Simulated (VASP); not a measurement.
# Pt (Im-3m) in VASP: further runs

Aim: see how the results for Pt move with the level of theory and the settings. Levels: revPBE+D3(BJ), revPBE+D4, BLYP+D3(BJ), BLYP+D4. Tasks: single point, relaxation of cell and atoms.

Program: VASP 6.6.1. These are calculated values, not measurements. Logs are shortened: lines on timing, memory, paths and dates and some standing lists are left out, and cuts for length are marked.

### Step 1. The cell of the first run

It takes space group Im-3m (No. 229, cubic). Conventional cell: a = 3.111 Å, b = 3.111 Å, c = 3.111 Å, α = 90.00°, β = 90.00°, γ = 90.00°. Within 3.6 Å of Pt (site symmetry m-3m) lie 14 Pt at 2.69 to 3.11 Å.

### Step 2. Single point, revPBE+D3(BJ)

INCAR reads:

```
PREC     = Accurate       # precision mode
ENCUT    = 520            # plane-wave cutoff, eV
EDIFF    = 1E-7           # SCF threshold, eV
ISMEAR   = -1             # smearing method
SIGMA    = 0.05           # smearing width, eV
LREAL    = False          # projectors in reciprocal space
LASPH    = True           # aspherical terms in the spheres
NELM     = 80             # most SCF steps
ALGO     = Fast           # electronic algorithm
ISIF     = 2              # what is computed and relaxed
LWAVE    = False          # write WAVECAR
LCHARG   = False          # write CHGCAR
GGA      = RE             # functional
IVDW     = 12             # dispersion correction
NBANDS   = 11             # bands
```

KPOINTS reads:

```
regular mesh
0
Gamma
  12 12 12
```

POSCAR reads:

```
Pt
1.0
   -1.5554873742      1.5554873742      1.5554873742
    1.5554873742     -1.5554873742      1.5554873742
    1.5554873742      1.5554873742     -1.5554873742
Pt
1
Direct
    0.0000000000      0.0000000000      0.0000000000
```

Potentials or basis: VASP PAW PBE potentials, release 64 (Pt).

The run is started by

```sh
$ cat potpaw_PBE.64/Pt/POTCAR > POTCAR
$ mpirun -np 1 vasp_std > vasp.out
```

OUTCAR:

```text
PREC = Accurate
   ENCUT = 520
   EDIFF = 1E-7
   ISMEAR = -1
   LREAL = False
   LASPH = True
   NELM = 80
   ISIF = 2
   GGA = RE
   IVDW = 12
 IVDW          = 12

 ion  position               nearest neighbor table
   1  0.000  0.000  0.000-

  LATTYP: Found a body centered cubic cell.
 ALAT       =     3.1109747484

  Lattice vectors:

 A1 = (  -1.5554873742,   1.5554873742,   1.5554873742)
 A2 = (   1.5554873742,  -1.5554873742,   1.5554873742)
 A3 = (   1.5554873742,   1.5554873742,  -1.5554873742)

Analysis of symmetry for initial positions (statically):
=====================================================================
 Subroutine PRICEL returns:
 Original cell was already a primitive cell.

 Routine SETGRP: Setting up the symmetry group for a
 body centered cubic supercell.

 Subroutine GETGRP returns: Found 48 space group operations
[... 9 lines left out ...]

 Routine SETGRP: Setting up the symmetry group for a
 body centered cubic supercell.

 Subroutine GETGRP returns: Found 48 space group operations
[... 11 lines left out ...]
                                     Primitive cell

  volume of cell :      15.0543

  direct lattice vectors                    reciprocal lattice vectors
    -1.555487374  1.555487374  1.555487374     0.000000000  0.321442661  0.321442661
     1.555487374 -1.555487374  1.555487374     0.321442661  0.000000000  0.321442661
     1.555487374  1.555487374 -1.555487374     0.321442661  0.321442661  0.000000000

  length of vectors
     2.694183163  2.694183163  2.694183163     0.454588570  0.454588570  0.454588570

  position of ions in fractional coordinates (direct lattice)
     0.000000000  0.000000000  0.000000000

  ion indices of the primitive-cell ions
   primitive index   ion index
                 1           1

----------------------------------------------------------------------------------------

 KPOINTS: regular mesh

Automatic generation of k-mesh.
 Grid dimensions read from file:
 generate k-points for:   12   12   12

 Generating k-lattice:

  Cartesian coordinates                     Fractional coordinates (reciprocal lattice)
     0.000000000  0.026786888  0.026786888     0.083333333  0.000000000  0.000000000
     0.026786888  0.000000000  0.026786888     0.000000000  0.083333333  0.000000000
     0.026786888  0.026786888  0.000000000     0.000000000  0.000000000  0.083333333

  Length of vectors
     0.037882381  0.037882381  0.037882381

  Shift w.r.t. Gamma in fractional coordinates (k-lattice)
     0.000000000  0.000000000  0.000000000

 Subroutine IBZKPT returns following result:
 ===========================================

 Found     72 irreducible k-points:

 Following reciprocal coordinates:
            Coordinates               Weight
  0.000000  0.000000  0.000000      1.000000
  0.083333  0.000000  0.000000     12.000000
  0.166667  0.000000  0.000000     12.000000
  0.250000  0.000000  0.000000     12.000000
  0.333333  0.000000  0.000000     12.000000
  0.416667  0.000000  0.000000     12.000000
[... 16 lines left out ...]
  0.333333  0.083333  0.083333     24.000000
  0.416667  0.083333  0.083333     12.000000
 [... further k-points ...]
   k-points           NKPTS =     72   k-points in BZ     NKDIM =     72   number of bands    NBANDS=     11
   number of dos      NEDOS =    301   number of ions     NIONS =      1
   total plane-waves  NPLWV =   8000
   dimension x,y,z NGX =    20 NGY =   20 NGZ =   20
   dimension x,y,z NGXF=    40 NGYF=   40 NGZF=   40
   ions per type =               1
   NGX,Y,Z   is equivalent  to a cutoff of  12.34, 12.34, 12.34 a.u.
   NGXF,Y,Z  is equivalent  to a cutoff of  24.68, 24.68, 24.68 a.u.
 SYSTEM =  unknown system
   PREC   = accura    normal or accurate (medium, high low for compatibility)
   ISTART =      0    job   : 0-new  1-cont  2-samecut
   ICHARG =      2    charge: 1-file 2-atom 10-const
   ISPIN  =      1    spin polarized calculation?
   LNONCOLLINEAR =      F non collinear calculations
   LSORBIT =      F    spin-orbit coupling
   LASPH  =      T    aspherical Exc in radial PAW
   ENCUT  =  520.0 eV  38.22 Ry    6.18 a.u.   5.01  5.01  5.01*2*pi/ulx,y,z
   NELM   =     80;   NELMIN=  2; NELMDL= -5     # of ELM steps
   EDIFF  = 0.1E-06   stopping-criterion for ELM
   LREAL  =      F    real-space projection
   EDIFFG = 0.1E-05   stopping-criterion for IOM
   NSW    =      0    number of steps for IOM
   IBRION =     -1    ionic relax: 0-MD 1-quasi-New 2-CG
   NFREE  =      0    steps in history (QN), initial steepest desc. (CG)
   ISIF   =      2    stress and relaxation
   ISYM   =      2    0-nonsym 1-usesym 2-fastsym
   POTIM  = 0.5000    time-step for ionic-motion
   TEBEG  =    0.0;   TEEND  =   0.0 temperature during run
   PSTRESS=    0.0 pullay stress
   NELECT =      10.0000    total number of electrons
   NUPDOWN=      -1.0000    fix difference up-down
   EMIN   =  10.00;   EMAX   =-10.00  energy-range for DOS
   EFERMI =   0.00;   METHOD = LEGACY
   ISMEAR =    -1;   SIGMA  =   0.05  broadening in eV -4-tet -1-fermi 0-gaus
   EFERMI_NEDOS =   21; number of points for ismear=-14 and -15
   IALGO  =     68    algorithm
   IMIX   =      4    mixing-type and parameters
     AMIX     =   0.40;   BMIX     =  1.00
     AMIX_MAG =   1.60;   BMIX_MAG =  1.00
  volume/ion in A,a.u.               =      15.05       101.59
  Fermi-wavevector in a.u.,A,eV,Ry     =   1.428417  2.699317 27.760989  2.040375
  Thomas-Fermi vector in A             =   2.548481
   LORBIT       =      0    0 simple, 1 ext, 2 COOP (PROOUT), +10 PAW based schemes
   GGA     = RE    functional components
   LHFCALC =     F    Hartree Fock is set to
   AEXX    =    0.0000 exact exchange contribution
   IVDW    =    12    specifies the selected vdW correction
   LEPSILON=     F    determine dielectric tensor
   LRPA    =     F    only Hartree local field effects (RPA)
 non-spin polarized calculation
 RMM-DIIS sequential band-by-band and
  energy-cutoff  :      520.00
  volume of cell :       15.05
 maximum number of plane-waves:       420
   NGX =  9   NGY =  9   NGZ =  9

 number of electron      10.0000000 magnetization

 number of electron       9.9999999 magnetization

 Free energy of the ion-electron system (eV)
  ---------------------------------------------------
  ext. energy  EPLUGINS =         0.00000000
  ---------------------------------------------------
  free energy    TOTEN  =        -5.45978111 eV

  energy without entropy =       -5.45430554  energy(sigma->0) =       -5.45704332

 E-fermi :  11.0597     XC(G=0): -13.4524

 val. band max:       11.0130397575   @ k =   0.5000   0.5000   0.4167
 cond. band min:      11.1079497371   @ k =  -0.4167  -0.4167   0.1667
 fundamental gap:      0.0949099796
 Fermi energy:        11.0597488015

 k-point     1 :       0.0000    0.0000    0.0000
  band No.  band energies     occupation
      1       1.1590      2.00000
      2       7.4002      2.00000
      3       7.4002      2.00000
      4       7.4002      2.00000
      5      10.0546      2.00000
      6      10.0546      2.00000
      7      28.2047      0.00000
      8      28.2047      0.00000
      9      28.2047      0.00000
     10      38.8625      0.00000
     11      38.8632      0.00000

 k-point     2 :       0.0833    0.0000    0.0000
  band No.  band energies     occupation
      1       1.4536      2.00000
      2       7.2813      2.00000
      3       7.3972      2.00000
      4       7.6415      2.00000
      5       9.9040      2.00000
      6      10.0627      2.00000
      7      28.3416      0.00000
      8      28.4691      0.00000
      9      28.6470      0.00000
     10      36.1187      0.00000
     11      36.7845      0.00000

 k-point     3 :       0.1667    0.0000    0.0000
  band No.  band energies     occupation
      1       2.2727      2.00000
      2       6.9706      2.00000
      3       7.3630      2.00000
      4       8.3407      2.00000
      5       9.6463      2.00000
      6      10.0957      2.00000
      7      28.3080      0.00000
      8      28.3792      0.00000
      9      29.9062      0.00000
     10      34.3275      0.00000
     11      34.4139      0.00000

 k-point     4 :       0.2500    0.0000    0.0000
  band No.  band energies     occupation
      1       3.3400      2.00000
      2       6.5752      2.00000
      3       7.4352      2.00000
      4       9.4145      2.00000
      5       9.5951      2.00000
      6      10.1673      2.00000
      7      26.0940      0.00000
      8      27.2875      0.00000
      9      31.7969      0.00000
     10      33.5525      0.00000
     11      34.3737      0.00000

 k-point     5 :       0.3333    0.0000    0.0000
  band No.  band energies     occupation
      1       4.0323      2.00000
      2       6.2082      2.00000
      3       8.2412      2.00000
      4       9.7837      2.00000
      5      10.2720      2.00000
      6      10.6860      1.99887
      7      22.6713      0.00000
      8      25.8530      0.00000
      9      30.5467      0.00000
     10      34.0171      0.00000
     11      35.2306      0.00000

 k-point     6 :       0.4167    0.0000    0.0000
  band No.  band energies     occupation
      1       4.1406      2.00000
      2       5.9548      2.00000
      3       9.6038      2.00000
      4      10.3289      2.00000
      5      10.3722      2.00000
      6      11.8163      0.00000
      7      19.4720      0.00000
      8      24.7900      0.00000
      9      28.2952      0.00000
     10      35.6167      0.00000
     11      36.0385      0.00000

 k-point     7 :       0.5000    0.0000    0.0000
  band No.  band energies     occupation
      1       4.1141      2.00000
      2       5.8650      2.00000
      3       9.8756      2.00000
      4      10.4145      2.00000
      5      11.2703      0.02926
      6      12.2949      0.00000
      7      17.8818      0.00000
      8      24.4076      0.00000
      9      27.4328      0.00000
     10      35.4023      0.00000
     11      36.8924      0.00000

 k-point     8 :       0.0833    0.0833    0.0000
  band No.  band energies     occupation
      1       2.0151      2.00000
      2       7.1431      2.00000
      3       7.2547      2.00000
      4       8.1598      2.00000
      5       9.6684      2.00000
      6      10.1128      2.00000
      7      28.4321      0.00000
      8      28.8893      0.00000
      9      29.1441      0.00000
     10      33.9093      0.00000
     11      35.8036      0.00000
[... 141 lines left out ...]
 k-point    19 :       0.3333    0.3333    0.0000
  band No.  band energies     occupation
      1       5.4407      2.00000
      2       6.9500      2.00000
      3       6.9500      2.00000
      4      10.3214      2.00000
      5      10.3214      2.00000
      6      16.9996      0.00000
      7      19.1544      0.00000
      8      19.1544      0.00000
      9      28.0384      0.00000
     10      33.7667      0.00000
     11      33.7667      0.00000

 k-point    20 :       0.0833    0.0833    0.0833
  band No.  band energies     occupation
      1       2.7845      2.00000
      2       6.8893      2.00000
      3       6.8893      2.00000
      4       9.1271      2.00000
      5       9.8873      2.00000
      6       9.8873      2.00000
      7      28.3365      0.00000
      8      28.3365      0.00000
      9      29.4678      0.00000
     10      31.2966      0.00000
     11      36.4302      0.00000

 k-point    21 :       0.1667    0.0833    0.0833
  band No.  band energies     occupation
      1       3.8532      2.00000
      2       6.4901      2.00000
      3       6.7562      2.00000
      4       9.7899      2.00000
      5      10.1023      2.00000
      6      10.4529      1.99999
      7      26.1457      0.00000
      8      27.1328      0.00000
      9      28.5976      0.00000
     10      30.7604      0.00000
     11      37.6508      0.00000

 k-point    22 :       0.2500    0.0833    0.0833
  band No.  band energies     occupation
      1       4.5919      2.00000
      2       6.1576      2.00000
      3       7.2839      2.00000
      4       9.8698      2.00000
      5      10.2745      2.00000
      6      12.0255      0.00000
      7      22.4817      0.00000
      8      25.7500      0.00000
      9      27.2554      0.00000
     10      32.6700      0.00000
     11      38.1271      0.00000

 k-point    23 :       0.3333    0.0833    0.0833
  band No.  band energies     occupation
      1       4.6634      2.00000
      2       5.9422      2.00000
      3       8.6009      2.00000
      4       9.9945      2.00000
      5      10.3908      2.00000
      6      13.6293      0.00000
      7      19.2090      0.00000
      8      24.7629      0.00000
      9      26.0538      0.00000
     10      34.7128      0.00000
     11      36.5943      0.00000

 k-point    24 :       0.4167    0.0833    0.0833
  band No.  band energies     occupation
      1       4.6194      2.00000
      2       5.8680      2.00000
      3       9.3847      2.00000
      4      10.0204      2.00000
      5      10.4331      1.99999
      6      14.6515      0.00000
      7      17.4812      0.00000
      8      24.4104      0.00000
      9      25.5187      0.00000
     10      35.7553      0.00000
     11      36.0098      0.00000

 [... further k-points ...]

------------------------ aborting loop because EDIFF is reached ----------------------------------------

 Edisp (eV)   -1.47055

 E8    (eV) :    -1.0520

  FORCE on cell =-STRESS in cart. coord.  units (eV):
  Direction    XX          YY          ZZ          XY          YZ          ZX
  --------------------------------------------------------------------------------------
  -------------------------------------------------------------------------------------
  Total      -0.05129    -0.05129    -0.05129     0.00000     0.00000     0.00000
  in kB      -5.45841    -5.45841    -5.45841     0.00000     0.00000     0.00000
  external pressure =       -5.46 kB  Pullay stress =        0.00 kB

 VOLUME and BASIS-vectors are now :
 -----------------------------------------------------------------------------
  energy-cutoff  :      520.00
  volume of cell :       15.05
      direct lattice vectors                 reciprocal lattice vectors
    -1.555487374  1.555487374  1.555487374     0.000000000  0.321442661  0.321442661
     1.555487374 -1.555487374  1.555487374     0.321442661  0.000000000  0.321442661
     1.555487374  1.555487374 -1.555487374     0.321442661  0.321442661  0.000000000

 POSITION                                       TOTAL-FORCE (eV/Angst)
 -----------------------------------------------------------------------------------
      0.00000      0.00000      0.00000         0.000000      0.000000     -0.000000
 -----------------------------------------------------------------------------------
    total drift:                                0.000000     -0.000000      0.000000

  FREE ENERGIE OF THE ION-ELECTRON SYSTEM (eV)
  ---------------------------------------------------
  free  energy   TOTEN  =        -6.9303306353 eV

  energy  without entropy=       -6.9248550699  energy(sigma->0) =       -6.92759285
```

It took 9.2 s on 1 thread of Intel Xeon Platinum 8259CL at 2.50GHz (Skylake/Cascade Lake), shared host; peak memory 0.14 GiB.

What came out:

```yaml
Free_energy: -6.9303 eV
Pressure: -0.5 GPa
Band_gap_on_the_k_mesh: zero (band 5 reaches 12.25 eV, above the bottom of band 6 at 9.89 eV)
Dispersion_energy_per_atom: -1.471 eV
```

Caveat: the PAW data sets were made with another functional, which shifts forces and pressure a little; spin-orbit coupling is left out, which moves the levels of the heavy elements; pairwise dispersion overbinds metals, which lowers pressure and volume.

### Step 3. Single point, revPBE+D4

This run uses another cell than the first one, of 15.25 Å³/atom, 1.013 times its volume.

INCAR reads:

```
SYSTEM = Pt
PREC = Accurate ; ENCUT = 520
EDIFF = 1E-6 ; ISMEAR = -1
SIGMA = 0.05 ; LREAL = .False.
LASPH = .True. ; NELM = 100
ALGO = Normal ; ISIF = 2
LWAVE = .False. ; LCHARG = .True.
GGA = RE ; IVDW = 13
LELF = .True. ; LVHAR = .True.
NBANDS = 11
```

KPOINTS reads:

```
Automatic mesh
0
Gamma
  12 12 12
  0 0 0
```

POSCAR reads:

```
Pt
1.0
   -1.5622237703      1.5622237703      1.5622237703
    1.5622237703     -1.5622237703      1.5622237703
    1.5622237703      1.5622237703     -1.5622237703
Pt
1
Direct
    0.0000000000      0.0000000000      0.0000000000
```

Potentials or basis: VASP PAW PBE potentials, release 64 (Pt).

The run is started by

```sh
$ cat potpaw_PBE.64/Pt/POTCAR > POTCAR
$ mpirun -np 1 vasp_std > vasp.out
```

It took 8 s on 1 thread of Intel Xeon Platinum 8259CL at 2.50GHz (Skylake/Cascade Lake), shared host; peak memory 0.13 GiB.

Results (log left out):

| Property | Result |
| --- | --- |
| Free energy | -6.7162 eV |
| Pressure | -0.5 GPa |
| Band gap on the k mesh | zero (band 5 reaches 11.98 eV, above the bottom of band 6 at 9.67 eV) |
| Dispersion energy per atom | -1.239 eV |

Levels at points of the mesh, in eV from the Fermi level:
```csv
k point,band 2,band 3,band 4,band 5,band 6,band 7,band 8,band 9
"(0.00, 0.00, 0.00)",-3.59,-3.59,-3.59,-0.98,-0.98,17.15,17.15,17.15
"(0.50, 0.00, 0.00)",-5.09,-1.16,-0.64,0.25,1.20,6.70,13.35,16.26
"(0.50, 0.50, 0.50)",-6.35,0.65,0.65,0.65,7.85,7.85,7.85,13.43
```

Caveat: the PAW data sets were made with another functional, which shifts forces and pressure a little; spin-orbit coupling is left out, which moves the levels of the heavy elements; pairwise dispersion overbinds metals, which lowers pressure and volume.

(Part 1 of 2 ends here.)
